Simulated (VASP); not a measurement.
Set up this calculation in VASP 6.6.1, as the native input.

- Task: single point
- Functional: PBE
- Potentials or basis: VASP PAW PBE potentials, release 64 (Mg, S)
- Cutoff: 520 eV
- k mesh: 4 × 4 × 4
- Occupations: gaussian, width 0.01 eV
- Spin: no spin polarisation
- Dipole correction: no
- Further INCAR settings: ALGO = Normal; EDIFF = 1e-07; NBANDS = 11

The structure of MgS lies in POSCAR:

```
MgS
1.0
    0.0000000000      2.8308768412      2.8025680728
    2.8308768412      0.0000000000      2.8025680728
    2.8308768412      2.8308768412      0.0000000000
Mg S
1 1
Direct
    0.0000000000      0.0000000000      0.0000000000
    0.2500000000      0.2500000000      0.2500000000
```

This cell differs from its parent crystal: uniaxial z strain -1.0%.

The input as run:

INCAR

```
  PREC = Accurate
  ENCUT = 520
  EDIFF = 1E-7
  ISMEAR = 0
  SIGMA = 0.01
  LREAL = F
  LASPH = T
  NELM = 100
  ALGO = Normal
  ISIF = 2
  LWAVE = F
  LCHARG = T
  GGA = PE
  LELF = T
  LVHAR = T
  NBANDS = 11
```

KPOINTS

```
regular mesh
0
Gamma
  4 4 4
```

Potentials or basis: VASP PAW PBE potentials, release 64 (Mg, S).

Launch:

```bash
$ cat potpaw_PBE.64/Mg/POTCAR potpaw_PBE.64/S/POTCAR > POTCAR
$ mpirun -np 1 vasp_std > vasp.out
```

Results of the run:

The pressure is 1.6 GPa and the band gap on the k mesh is 3.49 eV, direct.

Caveat: the k points lie up to 0.48 Å⁻¹ apart; the cell differs from its parent crystal (uniaxial z strain -1.0%).

It took 13 s on 1 thread of Intel(R) Xeon(R) Platinum 8375C CPU @ 2.90GHz (Ice Lake), on a shared host, peak memory 0.16 GiB.
